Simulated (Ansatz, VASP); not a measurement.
## Two plane-wave programs on SiC

```
Si C
1.0
     3.07849    0.00000    0.00000
    -1.53925    2.66605    0.00000
     0.00000    0.00000   15.10668
Si C
6 6
Cartesian
  0.0000 0.0000 -0.0042
  0.0000 0.0000 7.5491
  0.0000 1.7774 2.5153
  1.5392 0.8887 10.0686
  1.5392 0.8887 5.0303
  0.0000 1.7774 12.5836
  0.0000 1.7774 0.6274
  1.5392 0.8887 8.1807
  1.5392 0.8887 3.1421
  0.0000 1.7774 10.6955
  0.0000 0.0000 5.6554
  0.0000 0.0000 13.2088
```

Alike in both runs: functional r2SCAN; k mesh 14 × 14 × 3; no spin polarisation.

Ansatz relaxed the structure, and its values are those at the end. VASP's run is a single point on that final structure, the one shown.

```csv
,VASP,Ansatz
version,VASP 6.6.1,Ansatz 0.2.0
potentials or method,"VASP PAW PBE potentials, release 64 (Si, C)","scalar-relativistic, plane waves, PAW"
plane-wave cutoff (eV),520,500
occupations,"gaussian, width 0.01 eV",fixed
valence electrons in the cell,48,48
```

Ansatz gave:

* gap on the k mesh at the Fermi level (eV): 2.39
* least direct gap on the mesh (eV): 3.54
* pressure (GPa): 0.0

Which values does VASP return?

gap on the k mesh at the Fermi level (eV): 2.40; least direct gap on the mesh (eV): 3.56; pressure (GPa): -0.2.

VASP's potentials were made for PBE, not for r2SCAN.
